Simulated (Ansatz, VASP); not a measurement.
One calculation of Pb, two programs

```
Pb
1.0
     0.00000    3.43900    3.43900
     3.43900    0.00000    3.43900
     3.43900    3.43900    0.00000
Pb
2
Direct
  0.25000 0.25000 0.25000
  0.00000 0.00000 0.00000
```

Alike in both runs: functional PBEsol; k mesh 7 × 7 × 7; occupations fermi-dirac, width 0.05 eV; non-collinear spin, spin-orbit coupling.

|  | VASP | Ansatz |
| --- | --- | --- |
| version | VASP 6.6.1 | Ansatz 0.2.0 |
| potentials or method | VASP PAW PBE potentials, release 64 (Pb_d) | Ansatz PAW |
| plane-wave cutoff (eV) | 520 | 420 |
| valence electrons in the cell | 28 | 28 |
| task | single point | band structure |

|  | VASP | Ansatz | Ansatz less VASP |
| --- | --- | --- | --- |
| pressure (GPa) | 0.7 | 0.7 | -0.02 |
| net moment per atom (μB) | 0.00 | 0.00 | 0.000 |

VASP's potentials were made for PBE, not for PBEsol.
